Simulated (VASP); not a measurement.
# C (Im-3m) in VASP: notebook

The runs below take C through single point, with r2SCAN.

Everything below comes from runs of VASP 6.6.1. Logs are shortened: lines on timing, memory, paths and dates and some standing lists are left out, and cuts for length are marked.

## Step 1: The cell of the first run

Symmetry: Im-3m, No. 229, cubic system. Conventional cell: a = 2.388 Å, b = 2.388 Å, c = 2.388 Å, α = 90.00°, β = 90.00°, γ = 90.00°. Within 2.7 Å of C (site symmetry m-3m) lie 14 C at 2.07 to 2.39 Å.

## Step 2: Single point, r2SCAN

The input, POSCAR:

```
C
1.0
   -1.1939981923      1.1939981923      1.1939981923
    1.1939981923     -1.1939981923      1.1939981923
    1.1939981923      1.1939981923     -1.1939981923
C
1
Direct
    0.0000000000      0.0000000000      0.0000000000
```

The input, INCAR.step1:

```
PREC = Accurate
ENCUT = 520
ISMEAR = -1
SIGMA = 0.1
LREAL = F
LASPH = T
NELM = 60
NBANDS = 8
GGA = PE
ALGO = Normal
EDIFF = 1E-4
LWAVE = T
LCHARG = F
```

The input, INCAR.step2:

```
PREC = Accurate
ENCUT = 520
EDIFF = 1E-7
ISMEAR = -1
SIGMA = 0.1
LREAL = F
LASPH = T
NELM = 60
ALGO = Normal
ISIF = 2
LWAVE = F
LCHARG = T
METAGGA = R2SCAN
LMIXTAU = T
LELF = T
LVHAR = T
NBANDS = 8
ISTART = 1
```

The input, KPOINTS:

```
regular mesh
0
Gamma
  18 18 18
```

Potentials or basis: VASP PAW PBE potentials, release 64 (C).

Command:

```
$ cat potpaw_PBE.64/C/POTCAR > POTCAR
$ cp INCAR.step1 INCAR
$ mpirun -np 1 vasp_std > vasp.out
$ cp INCAR.step2 INCAR
$ mpirun -np 1 vasp_std > vasp.out
```

OUTCAR:

```text
PREC = Accurate
   ENCUT = 520
   EDIFF = 1E-7
   ISMEAR = -1
   LREAL = F
   LASPH = T
   NELM = 60
   ISIF = 2
   METAGGA = R2SCAN
   ISTART = 1

 ion  position               nearest neighbor table
   1  0.000  0.000  0.000-

  LATTYP: Found a body centered cubic cell.
 ALAT       =     2.3879963846

  Lattice vectors:

 A1 = (  -1.1939981923,   1.1939981923,   1.1939981923)
 A2 = (   1.1939981923,  -1.1939981923,   1.1939981923)
 A3 = (   1.1939981923,   1.1939981923,  -1.1939981923)

Analysis of symmetry for initial positions (statically):
=====================================================================
 Subroutine PRICEL returns:
 Original cell was already a primitive cell.

 Routine SETGRP: Setting up the symmetry group for a
 body centered cubic supercell.

 Subroutine GETGRP returns: Found 48 space group operations
 (whereof 48 operations were pure point group operations)
 out of a pool of 48 trial point group operations.

The static configuration has the point symmetry O_h .

Analysis of symmetry for dynamics (positions and initial velocities):
=====================================================================
 Subroutine PRICEL returns:
 Original cell was already a primitive cell.

 Routine SETGRP: Setting up the symmetry group for a
 body centered cubic supercell.

 Subroutine GETGRP returns: Found 48 space group operations
 (whereof 48 operations were pure point group operations)
 out of a pool of 48 trial point group operations.

The dynamic configuration has the point symmetry O_h .

 Subroutine INISYM returns: Found 48 space group operations
 (whereof 48 operations are pure point group operations),
 and found     1 'primitive' translations

----------------------------------------------------------------------------------------

                                     Primitive cell

  volume of cell :       6.8088

  direct lattice vectors                    reciprocal lattice vectors
    -1.193998192  1.193998192  1.193998192     0.000000000  0.418761103  0.418761103
     1.193998192 -1.193998192  1.193998192     0.418761103  0.000000000  0.418761103
     1.193998192  1.193998192 -1.193998192     0.418761103  0.418761103  0.000000000

  length of vectors
     2.068065533  2.068065533  2.068065533     0.592217631  0.592217631  0.592217631

  position of ions in fractional coordinates (direct lattice)
     0.000000000  0.000000000  0.000000000

  ion indices of the primitive-cell ions
   primitive index   ion index
                 1           1

----------------------------------------------------------------------------------------

 KPOINTS: regular mesh

Automatic generation of k-mesh.
 Grid dimensions read from file:
 generate k-points for:   18   18   18

 Generating k-lattice:

  Cartesian coordinates                     Fractional coordinates (reciprocal lattice)
     0.000000000  0.023264506  0.023264506     0.055555556  0.000000000  0.000000000
     0.023264506  0.000000000  0.023264506     0.000000000  0.055555556  0.000000000
     0.023264506  0.023264506  0.000000000     0.000000000  0.000000000  0.055555556

  Length of vectors
     0.032900980  0.032900980  0.032900980

  Shift w.r.t. Gamma in fractional coordinates (k-lattice)
     0.000000000  0.000000000  0.000000000

 Subroutine IBZKPT returns following result:
 ===========================================

 Found    195 irreducible k-points:

 Following reciprocal coordinates:
            Coordinates               Weight
  0.000000  0.000000  0.000000      1.000000
  0.055556  0.000000  0.000000     12.000000
  0.111111  0.000000  0.000000     12.000000
  0.166667  0.000000  0.000000     12.000000
  0.222222  0.000000  0.000000     12.000000
  0.277778  0.000000  0.000000     12.000000
[... 16 lines left out ...]
  0.333333  0.111111  0.000000     48.000000
  0.388889  0.111111  0.000000     48.000000
 [... further k-points ...]
   k-points           NKPTS =    195   k-points in BZ     NKDIM =    195   number of bands    NBANDS=      8
   number of dos      NEDOS =    301   number of ions     NIONS =      1
   total plane-waves  NPLWV =   4096
   dimension x,y,z NGX =    16 NGY =   16 NGZ =   16
   dimension x,y,z NGXF=    32 NGYF=   32 NGZF=   32
   ions per type =               1
   NGX,Y,Z   is equivalent  to a cutoff of  12.86, 12.86, 12.86 a.u.
   NGXF,Y,Z  is equivalent  to a cutoff of  25.72, 25.72, 25.72 a.u.
 SYSTEM =  unknown system
   PREC   = accura    normal or accurate (medium, high low for compatibility)
   ISTART =      1    job   : 0-new  1-cont  2-samecut
   ICHARG =      0    charge: 1-file 2-atom 10-const
   ISPIN  =      1    spin polarized calculation?
   LNONCOLLINEAR =      F non collinear calculations
   LSORBIT =      F    spin-orbit coupling
   LASPH  =      T    aspherical Exc in radial PAW
   ENCUT  =  520.0 eV  38.22 Ry    6.18 a.u.   3.85  3.85  3.85*2*pi/ulx,y,z
   NELM   =     60;   NELMIN=  2; NELMDL=  0     # of ELM steps
   EDIFF  = 0.1E-06   stopping-criterion for ELM
   LREAL  =      F    real-space projection
   EDIFFG = 0.1E-05   stopping-criterion for IOM
   NSW    =      0    number of steps for IOM
   IBRION =     -1    ionic relax: 0-MD 1-quasi-New 2-CG
   NFREE  =      0    steps in history (QN), initial steepest desc. (CG)
   ISIF   =      2    stress and relaxation
   ISYM   =      2    0-nonsym 1-usesym 2-fastsym
   POTIM  = 0.5000    time-step for ionic-motion
   TEBEG  =    0.0;   TEEND  =   0.0 temperature during run
   PSTRESS=    0.0 pullay stress
   NELECT =       4.0000    total number of electrons
   NUPDOWN=      -1.0000    fix difference up-down
   EMIN   =  10.00;   EMAX   =-10.00  energy-range for DOS
   EFERMI =   0.00;   METHOD = LEGACY
   ISMEAR =    -1;   SIGMA  =   0.10  broadening in eV -4-tet -1-fermi 0-gaus
   EFERMI_NEDOS =   21; number of points for ismear=-14 and -15
   IALGO  =     38    algorithm
   IMIX   =      4    mixing-type and parameters
     AMIX     =   0.40;   BMIX     =  1.00
     AMIX_MAG =   1.60;   BMIX_MAG =  1.00
  volume/ion in A,a.u.               =       6.81        45.95
  Fermi-wavevector in a.u.,A,eV,Ry     =   1.371106  2.591015 25.578038  1.879933
  Thomas-Fermi vector in A             =   2.496833
   LORBIT       =      0    0 simple, 1 ext, 2 COOP (PROOUT), +10 PAW based schemes
[... 34 lines left out ...]
      4      17.8807      0.00000
      5      42.5115      0.00000
      6      42.5115      0.00000
      7      42.5115      0.00000
      8      45.1535      0.00000

 k-point     2 :       0.0556    0.0000    0.0000
  band No.  band energies     occupation
      1     -12.1080      2.00000
      2      17.5105      0.00000
      3      17.6726      0.00000
      4      17.8407      0.00000
      5      41.5368      0.00000
      6      41.5512      0.00000
      7      43.0262      0.00000
      8      45.1819      0.00000

 k-point     3 :       0.1111    0.0000    0.0000
  band No.  band energies     occupation
      1     -11.6759      2.00000
      2      16.4213      0.00000
      3      17.1059      0.00000
      4      17.7247      0.00000
      5      38.9611      0.00000
      6      39.6417      0.00000
      7      44.5096      0.00000
      8      45.1950      0.00000

 k-point     4 :       0.1667    0.0000    0.0000
  band No.  band energies     occupation
      1     -10.9569      2.00000
      2      14.6809      0.00000
      3      16.3180      0.00000
      4      17.5441      0.00000
      5      36.4102      0.00000
      6      37.7051      0.00000
      7      44.4823      0.00000
      8      45.2264      0.00000

 k-point     5 :       0.2222    0.0000    0.0000
  band No.  band energies     occupation
      1      -9.9535      2.00000
      2      12.4215      0.00000
      3      15.4527      0.00000
      4      17.3164      0.00000
      5      34.4147      0.00000
      6      35.9736      0.00000
      7      44.2522      0.00000
      8      45.2764      0.00000

 k-point     6 :       0.2778    0.0000    0.0000
  band No.  band energies     occupation
      1      -8.6696      2.00000
      2       9.8245      0.00000
      3      14.6260      0.00000
      4      17.0691      0.00000
      5      32.9737      0.00000
      6      34.5218      0.00000
      7      44.5000      0.00000
      8      45.3323      0.00000

 k-point     7 :       0.3333    0.0000    0.0000
  band No.  band energies     occupation
      1      -7.1106      2.00000
      2       7.0700      1.99999
      3      13.9183      0.00000
      4      16.8316      0.00000
      5      31.9867      0.00000
      6      33.3784      0.00000
      7      45.1567      0.00000
      8      45.3849      0.00000

 k-point     8 :       0.3889    0.0000    0.0000
  band No.  band energies     occupation
      1      -5.2856      2.00000
      2       4.3029      2.00000
      3      13.3823      0.00000
      4      16.6359      0.00000
      5      31.3539      0.00000
      6      32.5559      0.00000
      7      45.4223      0.00000
      8      46.0884      0.00000

 k-point     9 :       0.4444    0.0000    0.0000
  band No.  band energies     occupation
      1      -3.2076      2.00000
      2       1.6268      2.00000
      3      13.0494      0.00000
      4      16.5075      0.00000
      5      31.0026      0.00000
      6      32.0605      0.00000
      7      45.4533      0.00000
      8      47.0178      0.00000

 k-point    10 :       0.5000    0.0000    0.0000
  band No.  band energies     occupation
      1      -0.9902      2.00000
      2      -0.7952      2.00000
      3      12.9366      0.00000
      4      16.4627      0.00000
      5      30.8900      0.00000
      6      31.8951      0.00000
      7      45.4535      0.00000
      8      47.4429      0.00000
[... 78 lines left out ...]
 k-point    18 :       0.4444    0.0556    0.0000
  band No.  band energies     occupation
      1      -1.9800      2.00000
      2       0.4460      2.00000
      3      12.6372      0.00000
      4      16.1450      0.00000
      5      31.1999      0.00000
      6      32.3477      0.00000
      7      45.0394      0.00000
      8      47.2828      0.00000

 k-point    19 :       0.1111    0.1111    0.0000
  band No.  band energies     occupation
      1     -10.5264      2.00000
      2      14.0881      0.00000
      3      15.7634      0.00000
      4      17.0381      0.00000
      5      35.9127      0.00000
      6      36.7947      0.00000
      7      43.8351      0.00000
      8      44.6618      0.00000

 k-point    20 :       0.1667    0.1111    0.0000
  band No.  band energies     occupation
      1      -9.5247      2.00000
      2      12.2743      0.00000
      3      14.5602      0.00000
      4      16.6670      0.00000
      5      34.5508      0.00000
      6      35.6040      0.00000
      7      43.7645      0.00000
      8      44.9369      0.00000

 k-point    21 :       0.2222    0.1111    0.0000
  band No.  band energies     occupation
      1      -8.2431      2.00000
      2       9.9617      0.00000
      3      13.4738      0.00000
      4      16.3144      0.00000
      5      33.4983      0.00000
      6      34.7288      0.00000
      7      43.6129      0.00000
      8      45.5697      0.00000

 k-point    22 :       0.2778    0.1111    0.0000
  band No.  band energies     occupation
      1      -6.6878      2.00000
      2       7.3479      1.99987
      3      12.6233      0.00000
      4      15.9926      0.00000
      5      32.7356      0.00000
      6      34.1168      0.00000
      7      43.6146      0.00000
      8      46.1852      0.00000

 k-point    23 :       0.3333    0.1111    0.0000
  band No.  band energies     occupation
      1      -4.8679      2.00000
      2       4.6495      2.00000
      3      12.0135      0.00000
      4      15.7329      0.00000
      5      32.2138      0.00000
      6      33.7230      0.00000
      7      43.7610      0.00000
      8      46.7250      0.00000

 k-point    24 :       0.3889    0.1111    0.0000
  band No.  band energies     occupation
      1      -2.7984      2.00000
      2       2.0098      2.00000
      3      11.6454      0.00000
      4      15.5640      0.00000
      5      31.9058      0.00000
      6      33.5058      0.00000
      7      43.9344      0.00000
      8      47.1492      0.00000

 [... further k-points ...]
[... 5 lines left out ...]
  --------------------------------------------------------------------------------------
  -------------------------------------------------------------------------------------
  Total        0.0095197      0.0095197      0.0095197     -0.0000000      0.0000000     -0.0000000
  in kB        2.2400822      2.2400822      2.2400822     -0.0000000      0.0000000     -0.0000000
  external PRESSURE =       2.2400822 kB  Pullay stress =       0.0000000 kB

 VOLUME and BASIS-vectors are now :
 -----------------------------------------------------------------------------
  energy-cutoff  :      520.00
  volume of cell :        6.81
      direct lattice vectors                 reciprocal lattice vectors
    -1.193998192  1.193998192  1.193998192     0.000000000  0.418761103  0.418761103
     1.193998192 -1.193998192  1.193998192     0.418761103  0.000000000  0.418761103
     1.193998192  1.193998192 -1.193998192     0.418761103  0.418761103  0.000000000

 POSITION                                       TOTAL-FORCE (eV/Angst)
 -----------------------------------------------------------------------------------
      0.00000      0.00000      0.00000         0.000000      0.000000      0.000000
 -----------------------------------------------------------------------------------
    total drift:                                0.000000      0.000000     -0.000000

  FREE ENERGIE OF THE ION-ELECTRON SYSTEM (eV)
  ---------------------------------------------------
  free  energy   TOTEN  =        -5.3455720038 eV

  energy  without entropy=       -5.3351615540  energy(sigma->0) =       -5.34036678
```

Run time: 32 s. Hardware: 1 thread of Intel Xeon Platinum 8259CL at 2.50GHz (Skylake/Cascade Lake), shared host; peak memory 0.11 GiB.

Results:

* Free energy: -5.3456 eV
* Pressure: 0.2 GPa
* Band gap on the k mesh: zero (band 2 reaches 17.88 eV, above the bottom of band 3 at 3.14 eV)

Caveat: the PAW data sets were made with another functional, which shifts forces and pressure a little.

## Step 3: Single point, r2SCAN (volume scaled by 0.88)

The input, POSCAR:

```
C
1.0
   -1.1441893296      1.1441893296      1.1441893296
    1.1441893296     -1.1441893296      1.1441893296
    1.1441893296      1.1441893296     -1.1441893296
C
1
Direct
    0.0000000000      0.0000000000      0.0000000000
```

The input, INCAR.step1:

```
SYSTEM = C
PREC = Accurate
ENCUT = 520
ISMEAR = -1
SIGMA = 0.1
LREAL = .False.
LASPH = .True.
NELM = 80
NBANDS = 8
GGA = PE
ALGO = Normal
EDIFF = 1E-4
LWAVE = .True.
LCHARG = .False.
```

The input, INCAR.step2:

```
SYSTEM = C
PREC = Accurate
ENCUT = 520
EDIFF = 1E-6
ISMEAR = -1
SIGMA = 0.1
LREAL = .False.
LASPH = .True.
NELM = 80
ALGO = Normal
ISIF = 2
LWAVE = .False.
LCHARG = .True.
METAGGA = R2SCAN
LMIXTAU = .True.
LELF = .True.
LVHAR = .True.
NBANDS = 8
ISTART = 1
```

The input, KPOINTS:

```
regular mesh
0
Gamma
  21 21 21
  0 0 0
```

Potentials or basis: VASP PAW PBE potentials, release 64 (C).

Command:

```
$ cat potpaw_PBE.64/C/POTCAR > POTCAR
$ cp INCAR.step1 INCAR
$ mpirun -np 1 vasp_std > vasp.out
$ cp INCAR.step2 INCAR
$ mpirun -np 1 vasp_std > vasp.out
```

Run time: 25 s. Hardware: 1 thread of Intel Xeon Platinum 8259CL at 2.50GHz (Skylake/Cascade Lake), shared host; peak memory 0.12 GiB.

The run converged. Its results:

- Free energy: -5.2753 eV
- Pressure: 30.1 GPa
- Band gap on the k mesh: zero (band 2 reaches 21.03 eV, above the bottom of band 3 at 4.07 eV)

Levels at points of the mesh, in eV from the Fermi level:
| k point | band 1 | band 2 | band 3 | band 4 | band 5 | band 6 | band 7 |
| --- | --- | --- | --- | --- | --- | --- | --- |
| (0.00, 0.00, 0.00) | -22.38 | 10.94 | 10.94 | 10.94 | 36.45 | 36.45 | 36.45 |

Caveat: the PAW data sets were made with another functional, which shifts forces and pressure a little.

## Step 4: Single point, r2SCAN (volume scaled by 0.92)

The input, POSCAR:

```
C
1.0
   -1.1612693004      1.1612693004      1.1612693004
    1.1612693004     -1.1612693004      1.1612693004
    1.1612693004      1.1612693004     -1.1612693004
C
1
Direct
    0.0000000000      0.0000000000      0.0000000000
```

The input, INCAR.step1:

```
  PREC = Accurate
  ENCUT = 520
  ISMEAR = -1
  SIGMA = 0.1
  LREAL = False
  LASPH = True
  NELM = 100
  NBANDS = 8
  GGA = PE
  ALGO = Normal
  EDIFF = 1E-4
  LWAVE = True
  LCHARG = False
```

The input, INCAR.step2:

```
  PREC = Accurate
  ENCUT = 520
  EDIFF = 1E-6
  ISMEAR = -1
  SIGMA = 0.1
  LREAL = False
  LASPH = True
  NELM = 100
  ALGO = Normal
  ISIF = 2
  LWAVE = False
  LCHARG = False
  METAGGA = R2SCAN
  LMIXTAU = True
  NBANDS = 8
  ISTART = 1
```

The input, KPOINTS:

```
regular mesh
0
Gamma
  21 21 21
```

Command:

```
$ cat potpaw_PBE.64/C/POTCAR > POTCAR
$ cp INCAR.step1 INCAR
$ mpirun -np 1 vasp_std > vasp.out
$ cp INCAR.step2 INCAR
$ mpirun -np 1 vasp_std > vasp.out
```

Run time: 27 s. Hardware: 1 thread of Intel Xeon Platinum 8259CL at 2.50GHz (Skylake/Cascade Lake), shared host; peak memory 0.12 GiB.

The run converged. Its results:

* Free energy: -5.3159 eV
* Pressure: 17.8 GPa
* Band gap on the k mesh: zero (band 2 reaches 19.90 eV, above the bottom of band 3 at 3.74 eV)

Levels at points of the mesh, in eV from the Fermi level:
| k point | band 1 | band 2 | band 3 | band 4 | band 5 |
| --- | --- | --- | --- | --- | --- |
| (0.00, 0.00, 0.00) | -21.71 | 10.46 | 10.46 | 10.46 | 35.66 |

Caveat: the PAW data sets were made with another functional, which shifts forces and pressure a little.

## Step 5: Single point, r2SCAN (volume scaled by 0.96)

The input, POSCAR:

```
C
1.0
   -1.1778611034      1.1778611034      1.1778611034
    1.1778611034     -1.1778611034      1.1778611034
    1.1778611034      1.1778611034     -1.1778611034
C
1
Direct
    0.0000000000      0.0000000000      0.0000000000
```

The input, INCAR.step1:

```
SYSTEM = C
PREC = Accurate
ENCUT = 520
ISMEAR = -1
SIGMA = 0.1
LREAL = .FALSE.
LASPH = .TRUE.
NELM = 80
NBANDS = 8
GGA = PE
ALGO = Normal
EDIFF = 1E-4
LWAVE = .TRUE.
LCHARG = .FALSE.
```

The input, INCAR.step2:

```
SYSTEM = C
PREC = Accurate
ENCUT = 520
EDIFF = 1E-6
ISMEAR = -1
SIGMA = 0.1
LREAL = .FALSE.
LASPH = .TRUE.
NELM = 80
ALGO = Normal
ISIF = 2
LWAVE = .FALSE.
LCHARG = .TRUE.
METAGGA = R2SCAN
LMIXTAU = .TRUE.
LELF = .TRUE.
LVHAR = .TRUE.
NBANDS = 8
ISTART = 1
```

The input, KPOINTS:

```
regular mesh
0
G
  21 21 21
  0 0 0
```

Command:

```
$ cat potpaw_PBE.64/C/POTCAR > POTCAR
$ cp INCAR.step1 INCAR
$ mpirun -np 1 vasp_std > vasp.out
$ cp INCAR.step2 INCAR
$ mpirun -np 1 vasp_std > vasp.out
```

Run time: 33 s. Hardware: 1 thread of Intel Xeon Platinum 8259CL at 2.50GHz (Skylake/Cascade Lake), shared host; peak memory 0.11 GiB.

The run converged. Its results:

```yaml
Free_energy: -5.3377 eV
Pressure: 7.8 GPa
Band_gap_on_the_k_mesh: zero (band 2 reaches 18.85 eV, above the bottom of band 3 at 3.43 eV)
```

Levels at points of the mesh, in eV from the Fermi level:
| k point | band 1 | band 2 | band 3 | band 4 | band 5 | band 6 | band 7 |
| --- | --- | --- | --- | --- | --- | --- | --- |
| (0.00, 0.00, 0.00) | -21.10 | 10.02 | 10.02 | 10.02 | 34.93 | 34.93 | 34.93 |

Caveat: the PAW data sets were made with another functional, which shifts forces and pressure a little.

## Step 6: The runs side by side

| cell | k mesh | gap on the mesh (eV) | pressure (GPa) |
| --- | --- | --- | --- |
| a = 2.068 Å, angles 109.5°, 1 atom | 18 × 18 × 18 | none | 0.2 |
| a = 1.982 Å, angles 109.5°, 1 atom | 21 × 21 × 21 | none | 30.1 |
| a = 2.011 Å, angles 109.5°, 1 atom | 21 × 21 × 21 | none | 17.8 |
| a = 2.040 Å, angles 109.5°, 1 atom | 21 × 21 × 21 | none | 7.8 |

Alike in all rows: task single point; level r2SCAN; potentials or basis VASP PAW PBE potentials, release 64 (C); no spin polarisation; cutoff (eV) 520; smearing fermi-dirac 0.1 eV.

Caveats: the PAW data sets were made with another functional, which shifts forces and pressure a little.

Total energies depend on the potentials used, so only differences within one code and one set of settings carry meaning.
